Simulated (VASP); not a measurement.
Here is a VASP 6.6.1 calculation.

Contents of INCAR:

```
PREC = Accurate
ENCUT = 520
EDIFF = 1E-6
ISMEAR = -1
SIGMA = 0.05
LREAL = False
LASPH = True
NELM = 100
ALGO = Normal
ISIF = 2
LWAVE = False
LCHARG = False
GGA = PE
NBANDS = 28
```

File KPOINTS:

```
regular mesh
0
Gamma
  7 7 7
```

POSCAR

```
BaTiO3
1.0
    3.8414570413      0.0000000000      0.0000000000
    0.0000000000      3.8414570413      0.0000000000
    0.0000000000      0.0000000000      3.8414555168
Ba Ti O
1 1 3
Direct
    0.0000000000      0.0000000000      0.0086006145
    0.5000000000      0.5000000000      0.5086117597
    0.0000000000      0.5000000000      0.5085947986
    0.5000000000      0.0000000000      0.5085947986
    0.5000000000      0.5000000000      0.0085980285
```

Potentials or basis: VASP PAW PBE potentials, release 64 (Ba_sv, Ti_sv, O).

Command:

```sh
$ cat potpaw_PBE.64/Ba_sv/POTCAR potpaw_PBE.64/Ti_sv/POTCAR potpaw_PBE.64/O/POTCAR > POTCAR
$ mpirun -np 1 vasp_std > vasp.out
```

Estimate the band gap on the k mesh.

1.98 eV.

Estimate the pressure.

32.8 GPa.

Caveat: the cell stands under pressure; spin-orbit coupling is left out, which moves the levels of the heavy elements; an odd mesh through Γ misses points on the zone boundary, where band edges can lie.
